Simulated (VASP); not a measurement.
Write the native input for VASP 6.6.1 that does the following.

- Task: single point
- Functional: PBE
- Potentials or basis: VASP PAW PBE potentials, release 64 (Na_pv, F)
- Cutoff: 600 eV
- k mesh: 7 × 7 × 7
- Occupations: fermi-dirac, width 0.0893 eV
- Spin: no spin polarisation
- Dipole correction: no
- Further INCAR settings: ALGO = Normal; EDIFF = 1e-06; NBANDS = 14

The structure of NaF lies in POSCAR:

```
NaF
1.0
    0.0000000000      2.3136160000      2.3136160000
    2.3136160000      0.0000000000      2.3136160000
    2.3136160000      2.3136160000      0.0000000000
Na F
1 1
Direct
    0.0000000000      0.0000000000      0.0000000000
    0.5000000000      0.5000000000      0.5000000000
```

These files were run (other wordings do the same):

INCAR

```
SYSTEM = NaF
ALGO = Normal
EDIFF = 1E-6
ENCUT = 600
GGA = PE
GGA_COMPAT = .False.
ISIF = 2
ISMEAR = -1
LASPH = .True.
LCHARG = .True.
LELF = .True.
LREAL = .False.
LVHAR = .True.
LWAVE = .False.
NBANDS = 14
NELM = 120
PREC = Accurate
SIGMA = 0.0893
```

KPOINTS

```
k-points
0
Gamma
  7 7 7
  0 0 0
```

Potentials or basis: VASP PAW PBE potentials, release 64 (Na_pv, F).

Command:

```bash
$ cat potpaw_PBE.64/Na_pv/POTCAR potpaw_PBE.64/F/POTCAR > POTCAR
$ mpirun -np 1 vasp_std > vasp.out
```

Results of the run:

- Pressure: 2.1 GPa
- Band gap on the k mesh: 6.33 eV, direct

It took 10 s on 1 thread of Intel(R) Xeon(R) Platinum 8488C (Sapphire Rapids) (shared host), peak memory 0.14 GiB.
